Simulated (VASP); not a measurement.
# Cd3Te5 (P-4m2) in VASP: single point with PBE

Aim: the single point of Cd3Te5 with PBE.

All numbers are computed with VASP 6.6.1; they aren't measurements. Logs are shortened: lines on timing, memory, paths and dates and some standing lists are left out, and cuts for length are marked.

### Step 1. The cell of the first run

Symmetry: P-4m2, No. 115, tetragonal system. Conventional cell: a = 4.517 Å, b = 4.517 Å, c = 14.990 Å, α = 90.00°, β = 90.00°, γ = 90.00°. Cd (site symmetry 2mm) has 4 Te at 2.85 to 2.87 Å within 3.7 Å. Within 3.8 Å of Cd (site symmetry -4m2) lie 4 Te at 2.85 Å. Within 3.8 Å of Te (site symmetry 2mm) lie 2 Cd at 2.87 Å and 2 Te at 3.19 Å. Within 3.7 Å of Te (site symmetry 2mm) lie 4 Cd at 2.85 Å. Te (site symmetry -4m2) has 4 Te at 3.19 Å within 4.2 Å.

### Step 2. Single point, PBE

Input file INCAR:

```
SYSTEM = Cd3Te5
PREC     = Accurate       ! precision mode
ENCUT    = 520            ! plane-wave cutoff, eV
EDIFF    = 1E-6           ! SCF threshold, eV
ISMEAR   = 0              ! smearing method
SIGMA    = 0.1            ! smearing width, eV
LREAL    = .False.        ! projectors in reciprocal space
LASPH    = .True.         ! aspherical terms in the spheres
NELM     = 80             ! most SCF steps
ALGO     = Normal         ! electronic algorithm
ISIF     = 2              ! what is computed and relaxed
LWAVE    = .False.        ! write WAVECAR
LCHARG   = .False.        ! write CHGCAR
GGA      = PE             ! functional
NBANDS   = 43             ! bands
```

Input file KPOINTS:

```
Automatic mesh
0
Gamma
  8 8 2
  0 0 0
```

Input file POSCAR:

```
Cd3Te5
1.0
    4.5170235552      0.0000000000      0.0000000000
    0.0000000000      4.5170235552      0.0000000000
    0.0000000000      0.0000000000     14.9898329283
Cd Te
3 5
Direct
    0.5000000000      0.5000000000      0.2310535758
    0.5000000000      0.5000000000      0.7689464242
    0.0000000000      0.0000000000      0.0000000000
    0.5000000000      0.0000000000      0.3492828239
    0.0000000000      0.5000000000      0.1155540473
    1.0000000000      0.5000000000      0.6507171761
    0.5000000000      0.0000000000      0.8844459527
    1.0000000000      0.0000000000      0.5000000000
```

Potentials or basis: VASP PAW PBE potentials, release 64 (Cd, Te).

On the command line:

```console
$ cat potpaw_PBE.64/Cd/POTCAR potpaw_PBE.64/Te/POTCAR > POTCAR
$ mpirun -np 1 vasp_std > vasp.out
```

OUTCAR:

```text
SYSTEM = Cd3Te5
   PREC = Accurate
   ENCUT = 520
   EDIFF = 1E-6
   ISMEAR = 0
   LREAL = .False.
   LASPH = .True.
   NELM = 80
   ISIF = 2
   GGA = PE

 ion  position               nearest neighbor table
   1  0.500  0.500  0.231-   5 2.85   5 2.85   4 2.87   4 2.87
   2  0.500  0.500  0.769-   7 2.85   7 2.85   6 2.87   6 2.87
   3  0.000  0.000  0.000-   5 2.85   7 2.85   5 2.85   7 2.85
   4  0.500  0.000  0.349-   1 2.87   1 2.87   8 3.19   8 3.19
   5  0.000  0.500  0.116-   1 2.85   1 2.85   3 2.85   3 2.85
   6  0.000  0.500  0.651-   2 2.87   2 2.87   8 3.19   8 3.19
   7  0.500  0.000  0.884-   2 2.85   2 2.85   3 2.85   3 2.85
   8  0.000  0.000  0.500-   4 3.19   6 3.19   6 3.19   4 3.19

  LATTYP: Found a simple tetragonal cell.
 ALAT       =     4.5170235552
 C/A-ratio  =     3.3185199823

  Lattice vectors:

 A1 = (   4.5170235552,   0.0000000000,   0.0000000000)
 A2 = (   0.0000000000,   4.5170235552,   0.0000000000)
 A3 = (   0.0000000000,   0.0000000000,  14.9898329283)

Analysis of symmetry for initial positions (statically):
=====================================================================
 Subroutine PRICEL returns:
 Original cell was already a primitive cell.

 Routine SETGRP: Setting up the symmetry group for a
 simple tetragonal supercell.

 Subroutine GETGRP returns: Found  8 space group operations
 (whereof  8 operations were pure point group operations)
 out of a pool of 16 trial point group operations.

The static configuration has the point symmetry D_2d.

Analysis of symmetry for dynamics (positions and initial velocities):
=====================================================================
 Subroutine PRICEL returns:
 Original cell was already a primitive cell.

 Routine SETGRP: Setting up the symmetry group for a
 simple tetragonal supercell.

 Subroutine GETGRP returns: Found  8 space group operations
 (whereof  8 operations were pure point group operations)
 out of a pool of 16 trial point group operations.

The dynamic configuration has the point symmetry D_2d.

 Subroutine INISYM returns: Found  8 space group operations
 (whereof  8 operations are pure point group operations),
 and found     1 'primitive' translations

----------------------------------------------------------------------------------------

                                     Primitive cell

  volume of cell :     305.8451
[... 106 lines left out ...]
   NFREE  =      0    steps in history (QN), initial steepest desc. (CG)
   ISIF   =      2    stress and relaxation
   ISYM   =      2    0-nonsym 1-usesym 2-fastsym
   POTIM  = 0.5000    time-step for ionic-motion
   TEBEG  =    0.0;   TEEND  =   0.0 temperature during run
   PSTRESS=    0.0 pullay stress
   NELECT =      66.0000    total number of electrons
   NUPDOWN=      -1.0000    fix difference up-down
   EMIN   =  10.00;   EMAX   =-10.00  energy-range for DOS
   EFERMI =   0.00;   METHOD = LEGACY
   ISMEAR =     0;   SIGMA  =   0.10  broadening in eV -4-tet -1-fermi 0-gaus
   EFERMI_NEDOS =   21; number of points for ismear=-14 and -15
   IALGO  =     38    algorithm
   IMIX   =      4    mixing-type and parameters
     AMIX     =   0.40;   BMIX     =  1.00
     AMIX_MAG =   1.60;   BMIX_MAG =  1.00
  volume/ion in A,a.u.               =      38.23       257.99
  Fermi-wavevector in a.u.,A,eV,Ry     =   0.981949  1.855615 13.119064  0.964224
  Thomas-Fermi vector in A             =   2.112995
   LORBIT       =      0    0 simple, 1 ext, 2 COOP (PROOUT), +10 PAW based schemes
   GGA     = PE    functional components
   LHFCALC =     F    Hartree Fock is set to
   AEXX    =    0.0000 exact exchange contribution
   IVDW    =     0    specifies the selected vdW correction
   LEPSILON=     F    determine dielectric tensor
   LRPA    =     F    only Hartree local field effects (RPA)
 non-spin polarized calculation
 Gauss-broadening in eV      SIGMA  =   0.10
  energy-cutoff  :      520.00
  volume of cell :      305.85
 maximum number of plane-waves:      8291
 NGX is ok and might be reduce to    36
   NGX = 17   NGY = 17   NGZ = 55

 number of electron      66.0000014 magnetization

 Free energy of the ion-electron system (eV)
  ---------------------------------------------------
  ext. energy  EPLUGINS =         0.00000000
  ---------------------------------------------------
  free energy    TOTEN  =       -19.10422567 eV

  energy without entropy =      -19.06759856  energy(sigma->0) =      -19.08591212

 E-fermi :   2.6237     XC(G=0):  -8.1813

 val. band max:        2.6062989878   @ k =   0.5000   0.0000   0.5000
 cond. band min:       2.6237754690   @ k =   0.5000   0.1250   0.5000
 fundamental gap:      0.0174764812
 Fermi energy:         2.6236526436

 k-point     1 :       0.0000    0.0000    0.0000
  band No.  band energies     occupation
      1      -9.4836      2.00000
      2      -8.7442      2.00000
      3      -8.6305      2.00000
      4      -8.4035      2.00000
      5      -7.2816      2.00000
      6      -6.0034      2.00000
[... 1093 lines left out ...]
     42       7.2729      0.00000
     43       7.6982      0.00000

 [... further k-points ...]

------------------------ aborting loop because EDIFF is reached ----------------------------------------

  FORCE on cell =-STRESS in cart. coord.  units (eV):
  Direction    XX          YY          ZZ          XY          YZ          ZX
  --------------------------------------------------------------------------------------
  -------------------------------------------------------------------------------------
  Total        0.1544451      0.1544451      0.1085913      0.0000000      0.0000000     -0.0000000
  in kB        0.8090647      0.8090647      0.5688582      0.0000000      0.0000000     -0.0000000
  external PRESSURE =       0.7289959 kB  Pullay stress =       0.0000000 kB

 VOLUME and BASIS-vectors are now :
 -----------------------------------------------------------------------------
  energy-cutoff  :      520.00
  volume of cell :      305.85
      direct lattice vectors                 reciprocal lattice vectors
     4.517023555  0.000000000  0.000000000     0.221384721  0.000000000  0.000000000
     0.000000000  4.517023555  0.000000000     0.000000000  0.221384721  0.000000000
     0.000000000  0.000000000 14.989832928     0.000000000  0.000000000  0.066711884

 POSITION                                       TOTAL-FORCE (eV/Angst)
 -----------------------------------------------------------------------------------
      2.25851      2.25851      3.46345         0.000000      0.000000     -0.002504
      2.25851      2.25851     11.52638         0.000000      0.000000      0.002504
      0.00000      0.00000      0.00000         0.000000      0.000000      0.000000
      2.25851      0.00000      5.23569         0.000000     -0.000000      0.017559
      0.00000      2.25851      1.73214        -0.000000      0.000000     -0.003785
      0.00000      2.25851      9.75414         0.000000      0.000000     -0.017559
      2.25851      0.00000     13.25770         0.000000      0.000000      0.003785
      0.00000      0.00000      7.49492         0.000000      0.000000      0.000000
 -----------------------------------------------------------------------------------
    total drift:                                0.000000      0.000000      0.000000

  FREE ENERGIE OF THE ION-ELECTRON SYSTEM (eV)
  ---------------------------------------------------
  free  energy   TOTEN  =       -19.1042256711 eV

  energy  without entropy=      -19.0675985617  energy(sigma->0) =      -19.08591212
```

Run time: 5.7 min. Hardware: 1 thread of Intel Xeon Platinum 8259CL at 2.50GHz (Skylake/Cascade Lake), shared host; peak memory 0.57 GiB.

Results:

| Property | Result |
| --- | --- |
| Free energy | -19.1042 eV |
| Pressure | 0.1 GPa |
| Largest force | 0.018 eV/Å |
| Band gap on the k mesh | zero (bands 33 and 34 overlap by 0.45 eV) |

Forces in eV/Å, atoms in the order of the input:
```
Cd   0.000  0.000 -0.003
Cd   0.000  0.000  0.003
Cd   0.000  0.000  0.000
Te   0.000  0.000  0.018
Te   0.000  0.000 -0.004
Te   0.000  0.000 -0.018
Te   0.000  0.000  0.004
Te   0.000  0.000  0.000
```

Caveat: semilocal functionals underestimate gaps, so a narrow gap can read as zero; spin-orbit coupling is left out, which moves the levels of the heavy elements.
